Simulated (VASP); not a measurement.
# Sn (I4/mmm) in VASP: a series of runs

Sn is run at these levels: PBEsol+D3(BJ); tasks: single point.

All numbers are computed with VASP 6.6.1; they aren't measurements. Logs are shortened: lines on timing, memory, paths and dates and some standing lists are left out, and cuts for length are marked.

## (1) The cell of the first run

The structure is tetragonal, space group I4/mmm (No. 139). The conventional cell has a = 3.638 Å, b = 3.638 Å, c = 3.486 Å, α = 90.00°, β = 90.00°, γ = 90.00°. Within 4.1 Å of Sn (site symmetry 4/mmm) lie 14 Sn at 3.11 to 3.64 Å.

## (2) Single point, PBEsol+D3(BJ) (strain -0.040 along x and y, -0.080 along z)

INCAR

```
  PREC = Accurate
  ENCUT = 520
  EDIFF = 1E-6
  ISMEAR = 0
  SIGMA = 0.15
  LREAL = F
  LASPH = T
  NELM = 60
  ALGO = Fast
  ISIF = 2
  LWAVE = F
  LCHARG = F
  GGA = PS
  IVDW = 12
  NBANDS = 13
```

KPOINTS

```
regular mesh
0
Gamma
  18 18 18
```

POSCAR

```
Sn
1.0
   -1.8188657464      1.8188657464      1.7430796737
    1.8188657464     -1.8188657464      1.7430796737
    1.8188657464      1.8188657464     -1.7430796737
Sn
1
Direct
    0.0000000000      0.0000000000      0.0000000000
```

Potentials or basis: VASP PAW PBE potentials, release 64 (Sn_d).

The run is started by

```bash
$ cat potpaw_PBE.64/Sn_d/POTCAR > POTCAR
$ mpirun -np 1 vasp_std > vasp.out
```

OUTCAR:

```text
PREC = Accurate
   ENCUT = 520
   EDIFF = 1E-6
   ISMEAR = 0
   LREAL = F
   LASPH = T
   NELM = 60
   ISIF = 2
   GGA = PS
   IVDW = 12
 IVDW          = 12

 ion  position               nearest neighbor table
   1  0.000  0.000  0.000-

  LATTYP: Found a body centered tetragonal cell.
 ALAT       =     3.6377314928
 C/A-ratio  =     0.9583333334

  Lattice vectors:

 A1 = (  -1.8188657464,   1.8188657464,   1.7430796737)
 A2 = (   1.8188657464,  -1.8188657464,   1.7430796737)
 A3 = (   1.8188657464,   1.8188657464,  -1.7430796737)

Analysis of symmetry for initial positions (statically):
=====================================================================
 Subroutine PRICEL returns:
 Original cell was already a primitive cell.

 Routine SETGRP: Setting up the symmetry group for a
 body centered tetragonal supercell.

 Subroutine GETGRP returns: Found 16 space group operations
 (whereof 16 operations were pure point group operations)
 out of a pool of 16 trial point group operations.

The static configuration has the point symmetry D_4h.

Analysis of symmetry for dynamics (positions and initial velocities):
=====================================================================
 Subroutine PRICEL returns:
 Original cell was already a primitive cell.

 Routine SETGRP: Setting up the symmetry group for a
 body centered tetragonal supercell.

 Subroutine GETGRP returns: Found 16 space group operations
 (whereof 16 operations were pure point group operations)
 out of a pool of 16 trial point group operations.

The dynamic configuration has the point symmetry D_4h.

 Subroutine INISYM returns: Found 16 space group operations
 (whereof 16 operations are pure point group operations),
 and found     1 'primitive' translations

----------------------------------------------------------------------------------------

                                     Primitive cell

  volume of cell :      23.0663

  direct lattice vectors                    reciprocal lattice vectors
    -1.818865746  1.818865746  1.743079674     0.000000000  0.274896595  0.286848621
     1.818865746 -1.818865746  1.743079674     0.274896595  0.000000000  0.286848621
     1.818865746  1.818865746 -1.743079674     0.274896595  0.274896595  0.000000000

  length of vectors
     3.107228983  3.107228983  3.107228983     0.397303749  0.397303749  0.388762493

  position of ions in fractional coordinates (direct lattice)
     0.000000000  0.000000000  0.000000000

  ion indices of the primitive-cell ions
   primitive index   ion index
                 1           1

----------------------------------------------------------------------------------------

 KPOINTS: regular mesh

Automatic generation of k-mesh.
 Grid dimensions read from file:
 generate k-points for:   18   18   18

 Generating k-lattice:

  Cartesian coordinates                     Fractional coordinates (reciprocal lattice)
     0.000000000  0.015272033  0.015936034     0.055555556  0.000000000  0.000000000
     0.015272033  0.000000000  0.015936034     0.000000000  0.055555556  0.000000000
     0.015272033  0.015272033  0.000000000     0.000000000  0.000000000  0.055555556

  Length of vectors
     0.022072430  0.022072430  0.021597916

  Shift w.r.t. Gamma in fractional coordinates (k-lattice)
     0.000000000  0.000000000  0.000000000

 Subroutine IBZKPT returns following result:
 ===========================================

 Found    480 irreducible k-points:

 Following reciprocal coordinates:
            Coordinates               Weight
  0.000000  0.000000  0.000000      1.000000
  0.055556  0.000000 -0.000000      8.000000
  0.111111  0.000000 -0.000000      8.000000
  0.166667  0.000000  0.000000      8.000000
  0.222222  0.000000 -0.000000      8.000000
  0.277778 -0.000000  0.000000      8.000000
[... 16 lines left out ...]
 -0.277778  0.055556  0.000000     16.000000
 -0.222222  0.055556  0.000000     16.000000
 [... further k-points ...]
   k-points           NKPTS =    480   k-points in BZ     NKDIM =    480   number of bands    NBANDS=     13
   number of dos      NEDOS =    301   number of ions     NIONS =      1
   total plane-waves  NPLWV =  13824
   dimension x,y,z NGX =    24 NGY =   24 NGZ =   24
   dimension x,y,z NGXF=    48 NGYF=   48 NGZF=   48
   ions per type =               1
   NGX,Y,Z   is equivalent  to a cutoff of  12.84, 12.84, 12.84 a.u.
   NGXF,Y,Z  is equivalent  to a cutoff of  25.68, 25.68, 25.68 a.u.
 SYSTEM =  unknown system
   PREC   = accura    normal or accurate (medium, high low for compatibility)
   ISTART =      0    job   : 0-new  1-cont  2-samecut
   ICHARG =      2    charge: 1-file 2-atom 10-const
   ISPIN  =      1    spin polarized calculation?
   LNONCOLLINEAR =      F non collinear calculations
   LSORBIT =      F    spin-orbit coupling
   LASPH  =      T    aspherical Exc in radial PAW
   ENCUT  =  520.0 eV  38.22 Ry    6.18 a.u.   5.78  5.78  5.78*2*pi/ulx,y,z
   NELM   =     60;   NELMIN=  2; NELMDL= -5     # of ELM steps
   EDIFF  = 0.1E-05   stopping-criterion for ELM
   LREAL  =      F    real-space projection
   EDIFFG = 0.1E-04   stopping-criterion for IOM
   NSW    =      0    number of steps for IOM
   IBRION =     -1    ionic relax: 0-MD 1-quasi-New 2-CG
   NFREE  =      0    steps in history (QN), initial steepest desc. (CG)
   ISIF   =      2    stress and relaxation
   ISYM   =      2    0-nonsym 1-usesym 2-fastsym
   POTIM  = 0.5000    time-step for ionic-motion
   TEBEG  =    0.0;   TEEND  =   0.0 temperature during run
   PSTRESS=    0.0 pullay stress
   NELECT =      14.0000    total number of electrons
   NUPDOWN=      -1.0000    fix difference up-down
   EMIN   =  10.00;   EMAX   =-10.00  energy-range for DOS
   EFERMI =   0.00;   METHOD = LEGACY
   ISMEAR =     0;   SIGMA  =   0.15  broadening in eV -4-tet -1-fermi 0-gaus
   EFERMI_NEDOS =   21; number of points for ismear=-14 and -15
   IALGO  =     68    algorithm
   IMIX   =      4    mixing-type and parameters
     AMIX     =   0.40;   BMIX     =  1.00
     AMIX_MAG =   1.60;   BMIX_MAG =  1.00
  volume/ion in A,a.u.               =      23.07       155.66
  Fermi-wavevector in a.u.,A,eV,Ry     =   1.386090  2.619330 26.140121  1.921245
  Thomas-Fermi vector in A             =   2.510438
   LORBIT       =      0    0 simple, 1 ext, 2 COOP (PROOUT), +10 PAW based schemes
   GGA     = PS    functional components
   LHFCALC =     F    Hartree Fock is set to
   AEXX    =    0.0000 exact exchange contribution
   IVDW    =    12    specifies the selected vdW correction
   LEPSILON=     F    determine dielectric tensor
   LRPA    =     F    only Hartree local field effects (RPA)
 non-spin polarized calculation
 RMM-DIIS sequential band-by-band and
 Gauss-broadening in eV      SIGMA  =   0.15
  energy-cutoff  :      520.00
  volume of cell :       23.07
 maximum number of plane-waves:       638
   NGX = 11   NGY = 11   NGZ = 11

 number of electron      13.9999997 magnetization

 Free energy of the ion-electron system (eV)
  ---------------------------------------------------
  ext. energy  EPLUGINS =         0.00000000
  ---------------------------------------------------
  free energy    TOTEN  =        -4.15277736 eV

  energy without entropy =       -4.14626206  energy(sigma->0) =       -4.14951971

 E-fermi :  10.0853     XC(G=0): -11.2994

 val. band max:       10.0773276120   @ k =  -0.3333   0.4444   0.2222
 cond. band min:      10.0905584665   @ k =   0.2778   0.2222   0.1667
 fundamental gap:      0.0132308545
 Fermi energy:        10.0853106352

 k-point     1 :       0.0000    0.0000    0.0000
  band No.  band energies     occupation
      1     -11.5232      2.00000
      2     -11.5019      2.00000
      3     -11.5019      2.00000
      4     -11.3041      2.00000
      5     -11.2669      2.00000
      6      -2.3268      2.00000
      7      19.4869      0.00000
      8      19.4869      0.00000
      9      19.9427      0.00000
     10      22.3885      0.00000
     11      22.3885      0.00000
     12      22.9440      0.00000
     13      23.5057      0.00000

 k-point     2 :       0.0556    0.0000   -0.0000
  band No.  band energies     occupation
      1     -11.5207      2.00000
      2     -11.4992      2.00000
      3     -11.4963      2.00000
      4     -11.3041      2.00000
      5     -11.2693      2.00000
      6      -2.2485      2.00000
      7      18.9767      0.00000
      8      19.1026      0.00000
      9      19.5582      0.00000
     10      21.7836      0.00000
     11      21.9619      0.00000
     12      22.6505      0.00000
     13      23.9971      0.00000

 k-point     3 :       0.1111    0.0000   -0.0000
  band No.  band energies     occupation
      1     -11.5241      2.00000
      2     -11.4919      2.00000
      3     -11.4692      2.00000
      4     -11.3043      2.00000
      5     -11.2757      2.00000
      6      -2.0130      2.00000
      7      17.3100      0.00000
      8      18.2566      0.00000
      9      18.9584      0.00000
     10      21.0453      0.00000
     11      21.2514      0.00000
     12      22.5720      0.00000
     13      25.0743      0.00000

 k-point     4 :       0.1667    0.0000    0.0000
  band No.  band energies     occupation
      1     -11.5345      2.00000
      2     -11.4832      2.00000
      3     -11.4221      2.00000
      4     -11.3050      2.00000
      5     -11.2832      2.00000
      6      -1.6189      2.00000
      7      15.2457      0.00000
      8      17.3029      0.00000
      9      18.2681      0.00000
     10      20.4467      0.00000
     11      20.5799      0.00000
     12      22.8083      0.00000
     13      25.6145      0.00000

 k-point     5 :       0.2222    0.0000   -0.0000
  band No.  band energies     occupation
      1     -11.5482      2.00000
      2     -11.4775      2.00000
      3     -11.3628      2.00000
      4     -11.3058      2.00000
      5     -11.2884      2.00000
      6      -1.0646      2.00000
      7      13.1496      0.00000
      8      16.3929      0.00000
      9      17.5783      0.00000
     10      19.9397      0.00000
     11      20.0039      0.00000
     12      23.2817      0.00000
     13      25.9676      0.00000
[... 257 lines left out ...]
 k-point    22 :      -0.3333    0.0556    0.0000
  band No.  band energies     occupation
      1     -11.5651      2.00000
      2     -11.4799      2.00000
      3     -11.3074      2.00000
      4     -11.2913      2.00000
      5     -11.2656      2.00000
      6       0.1063      2.00000
      7      10.2323      0.16584
      8      14.6593      0.00000
      9      16.3425      0.00000
     10      19.4317      0.00000
     11      20.4139      0.00000
     12      24.3545      0.00000
     13      26.5311      0.00000

 k-point    23 :      -0.2778    0.0556    0.0000
  band No.  band energies     occupation
      1     -11.5508      2.00000
      2     -11.4774      2.00000
      3     -11.3284      2.00000
      4     -11.3112      2.00000
      5     -11.2882      2.00000
      6      -0.6851      2.00000
      7      12.1919      0.00000
      8      15.3344      0.00000
      9      16.9384      0.00000
     10      19.7965      0.00000
     11      20.8335      0.00000
     12      23.5747      0.00000
     13      26.2597      0.00000

 k-point    24 :      -0.2222    0.0556    0.0000
  band No.  band energies     occupation
      1     -11.5366      2.00000
      2     -11.4825      2.00000
      3     -11.3867      2.00000
      4     -11.3136      2.00000
      5     -11.2832      2.00000
      6      -1.3163      2.00000
      7      14.2223      0.00000
      8      16.1573      0.00000
      9      17.6450      0.00000
     10      20.2554      0.00000
     11      21.2801      0.00000
     12      23.0014      0.00000
     13      25.9730      0.00000

 [... further k-points ...]

------------------------ aborting loop because EDIFF is reached ----------------------------------------

 Edisp (eV)   -0.46210

 E8    (eV) :    -0.3262

  FORCE on cell =-STRESS in cart. coord.  units (eV):
  Direction    XX          YY          ZZ          XY          YZ          ZX
  --------------------------------------------------------------------------------------
  -------------------------------------------------------------------------------------
  Total       0.92656     0.92656     0.78695     0.00000     0.00000     0.00000
  in kB      64.35880    64.35880    54.66114     0.00000     0.00000     0.00000
  external pressure =       61.13 kB  Pullay stress =        0.00 kB

 VOLUME and BASIS-vectors are now :
 -----------------------------------------------------------------------------
  energy-cutoff  :      520.00
  volume of cell :       23.07
      direct lattice vectors                 reciprocal lattice vectors
    -1.818865746  1.818865746  1.743079674     0.000000000  0.274896595  0.286848621
     1.818865746 -1.818865746  1.743079674     0.274896595  0.000000000  0.286848621
     1.818865746  1.818865746 -1.743079674     0.274896595  0.274896595  0.000000000

 POSITION                                       TOTAL-FORCE (eV/Angst)
 -----------------------------------------------------------------------------------
      0.00000      0.00000      0.00000         0.000000      0.000000      0.000000
 -----------------------------------------------------------------------------------
    total drift:                                0.000000      0.000000     -0.000000

  FREE ENERGIE OF THE ION-ELECTRON SYSTEM (eV)
  ---------------------------------------------------
  free  energy   TOTEN  =        -4.6148782812 eV

  energy  without entropy=       -4.6083629803  energy(sigma->0) =       -4.61162063
```

Wall time 54 s (1 thread of Intel Xeon Platinum 8559C (Emerald Rapids), shared host); peak memory 0.25 GiB.

What came out:

| Quantity | Value |
| --- | --- |
| Free energy | -4.6149 eV |
| Pressure | 6.1 GPa |
| Band gap on the k mesh | zero (band 7 reaches 19.49 eV, above the bottom of band 8 at 7.10 eV) |
| Dispersion energy per atom | -0.462 eV |

Caveat: the cell differs from its parent crystal (strain -0.040 along x and y, -0.080 along z); the PAW data sets were made with another functional, which shifts forces and pressure a little; spin-orbit coupling is left out, which moves the levels of the heavy elements; pairwise dispersion overbinds metals, which lowers pressure and volume.

## (3) Single point, PBEsol+D3(BJ) (strain -0.040 along x and y, +0.000 along z)

INCAR

```
SYSTEM = Sn
ALGO = Fast
EDIFF = 1E-6
ENCUT = 520
GGA = PS
ISIF = 2
ISMEAR = 0
IVDW = 12
LASPH = .True.
LCHARG = .False.
LREAL = .False.
LWAVE = .False.
NBANDS = 13
NELM = 80
PREC = Accurate
SIGMA = 0.15
```

KPOINTS

```
k-points
0
Gamma
  18 18 18
  0 0 0
```

POSCAR

```
Sn
1.0
   -1.8188657464      1.8188657464      1.8946518192
    1.8188657464     -1.8188657464      1.8946518192
    1.8188657464      1.8188657464     -1.8946518192
Sn
1
Direct
    0.0000000000      0.0000000000      0.0000000000
```

Potentials or basis: VASP PAW PBE potentials, release 64 (Sn_d).

The run is started by

```bash
$ cat potpaw_PBE.64/Sn_d/POTCAR > POTCAR
$ mpirun -np 1 vasp_std > vasp.out
```

It took 50 s on 1 thread of Intel Xeon Platinum 8559C (Emerald Rapids), shared host; peak memory 0.26 GiB.

Results (log left out):

```
Free energy                : -4.6487 eV
Pressure                   : -0.2 GPa
Band gap on the k mesh     : zero (band 7 reaches 17.50 eV, above the bottom of band 8 at 6.24 eV)
Dispersion energy per atom : -0.424 eV
```

Stress tensor (GPa, compression positive):
```
-0.42  0.00  0.00
 0.00 -0.42  0.00
 0.00  0.00  0.36
```

Levels at points of the mesh, in eV from the Fermi level:
| k point | band 3 | band 4 | band 5 | band 6 | band 7 | band 8 | band 9 | band 10 | band 11 | band 12 |
| --- | --- | --- | --- | --- | --- | --- | --- | --- | --- | --- |
| (0.00, 0.00, 0.00) | -21.50 | -21.35 | -21.33 | -11.73 | 8.54 | 8.77 | 8.77 | 11.92 | 12.52 | 12.52 |
| (0.50, 0.00, 0.00) | -21.36 | -21.34 | -21.23 | -6.62 | -4.91 | 4.06 | 5.94 | 8.66 | 8.78 | 14.86 |
| (0.50, 0.50, 0.00) | -21.34 | -21.33 | -21.22 | -6.33 | -4.78 | 3.52 | 5.20 | 8.00 | 8.09 | 16.52 |
| (0.50, 0.50, 0.50) | -21.26 | -21.25 | -21.25 | -2.08 | -1.12 | -0.31 | -0.31 | 3.67 | 4.01 | 18.67 |

Caveat: the cell differs from its parent crystal (strain -0.040 along x and y, +0.000 along z); the PAW data sets were made with another functional, which shifts forces and pressure a little; spin-orbit coupling is left out, which moves the levels of the heavy elements; pairwise dispersion overbinds metals, which lowers pressure and volume.

## (4) Single point, PBEsol+D3(BJ) (strain +0.000 along x and y, -0.040 along z)

INCAR

```
SYSTEM = Sn
ALGO     = Fast           ! electronic algorithm
EDIFF    = 1E-6           ! SCF threshold, eV
ENCUT    = 520            ! plane-wave cutoff, eV
GGA      = PS             ! functional
ISIF     = 2              ! what is computed and relaxed
ISMEAR   = 0              ! smearing method
IVDW     = 12             ! dispersion correction
LASPH    = .TRUE.         ! aspherical terms in the spheres
LCHARG   = .TRUE.         ! write CHGCAR
LELF     = .TRUE.         ! ELF
LREAL    = .FALSE.        ! projectors in reciprocal space
LVHAR    = .TRUE.       
LWAVE    = .FALSE.        ! write WAVECAR
NBANDS   = 13             ! bands
NELM     = 60             ! most SCF steps
PREC     = Accurate       ! precision mode
SIGMA    = 0.15           ! smearing width, eV
```

KPOINTS

```
k-points
0
G
  18 18 18
  0 0 0
```

POSCAR

```
Sn
1.0
   -1.8946518192      1.8946518192      1.8188657464
    1.8946518192     -1.8946518192      1.8188657464
    1.8946518192      1.8946518192     -1.8188657464
Sn
1
Direct
    0.0000000000      0.0000000000      0.0000000000
```

The run is started by

```bash
$ cat potpaw_PBE.64/Sn_d/POTCAR > POTCAR
$ mpirun -np 1 vasp_std > vasp.out
```

Run time: 51 s. Hardware: 1 thread of Intel Xeon Platinum 8559C (Emerald Rapids), shared host; peak memory 0.26 GiB.

Results (log left out):

```yaml
Free_energy: -4.6408 eV
Pressure: -2.5 GPa
Band_gap_on_the_k_mesh: zero (band 7 reaches 16.62 eV, above the bottom of band 8 at 5.87 eV)
Dispersion_energy_per_atom: -0.406 eV
```

Stress tensor (GPa, compression positive):
```
-2.17  0.00  0.00
 0.00 -2.17  0.00
 0.00  0.00 -3.11
```

Levels at points of the mesh, in eV from the Fermi level:
```tsv
k point	band 3	band 4	band 5	band 6	band 7	band 8	band 9	band 10	band 11	band 12
(0.00, 0.00, 0.00)	-21.46	-21.33	-21.30	-11.40	8.20	8.20	8.53	12.08	12.08	12.50
(0.50, 0.00, 0.00)	-21.32	-21.31	-21.21	-6.37	-4.59	3.57	5.32	7.99	8.19	15.25
(0.50, 0.50, 0.00)	-21.34	-21.32	-21.22	-6.66	-4.71	4.11	6.07	8.63	8.88	14.56
(0.50, 0.50, 0.50)	-21.24	-21.24	-21.23	-2.31	-0.78	-0.78	0.02	3.64	4.09	18.47
```

Caveat: the cell differs from its parent crystal (strain +0.000 along x and y, -0.040 along z); the PAW data sets were made with another functional, which shifts forces and pressure a little; spin-orbit coupling is left out, which moves the levels of the heavy elements; pairwise dispersion overbinds metals, which lowers pressure and volume.

## (5) The runs side by side

| cell | gap on the mesh (eV) | pressure (GPa) |
| --- | --- | --- |
| a = 3.107 Å, angles 108.3, 108.3, 111.8°, 1 atom | none | 6.1 |
| a = 3.195 Å, angles 110.6, 110.6, 107.3°, 1 atom | none | -0.2 |
| a = 3.238 Å, angles 108.4, 108.4, 111.7°, 1 atom | none | -2.5 |

Alike in all rows: task single point; level PBEsol+D3(BJ); potentials or basis VASP PAW PBE potentials, release 64 (Sn_d); no spin polarisation; k mesh 18 × 18 × 18; cutoff (eV) 520; smearing gaussian 0.15 eV.

Caveats: the PAW data sets were made with another functional, which shifts forces and pressure a little; spin-orbit coupling is left out, which moves the levels of the heavy elements; pairwise dispersion overbinds metals, which lowers pressure and volume.

Absolute energies hang on the potentials; compare differences alone.
